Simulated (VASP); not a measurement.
LiH: single point with PBE

LiH:

```xyz
2
Lattice="0.0000 1.9860 1.9860 1.9860 0.0000 1.9860 1.9860 1.9860 0.0000" Properties=species:S:1:pos:R:3 pbc="T T T"
Li    0.0000    0.0000    0.0000
H     1.9860    1.9860    1.9860
```

```json
{"Program": "VASP 6.6.1", "Task": "single point", "Functional": "PBE", "Potentials or basis": "VASP PAW PBE potentials, release 64 (Li_sv, H)", "Cutoff": "750 eV", "k mesh": "3 × 3 × 3", "Occupations": "gaussian, width 0.01 eV", "Spin": "no spin polarisation", "Dipole correction": "no", "Further INCAR settings": "ALGO = Normal; EDIFF = 1e-06; NBANDS = 9"}
```

* Pressure: 0.4 GPa
* Band gap on the k mesh: 6.17 eV, direct

Levels at points of the mesh, in eV from the valence-band top:
| k point | band 1 | band 2 | band 3 | band 4 | band 5 | band 6 | band 7 |
| --- | --- | --- | --- | --- | --- | --- | --- |
| (0.00, 0.00, 0.00) | -43.10 | -4.41 | 17.56 | 19.31 | 19.31 | 19.31 | 24.08 |

Wall time 2.5 s on 1 thread of Intel(R) Xeon(R) Platinum 8488C (Sapphire Rapids) (shared host), peak memory 0.14 GiB.

Caveat: the k points lie up to 0.91 Å⁻¹ apart. A k mesh can miss the band edges.
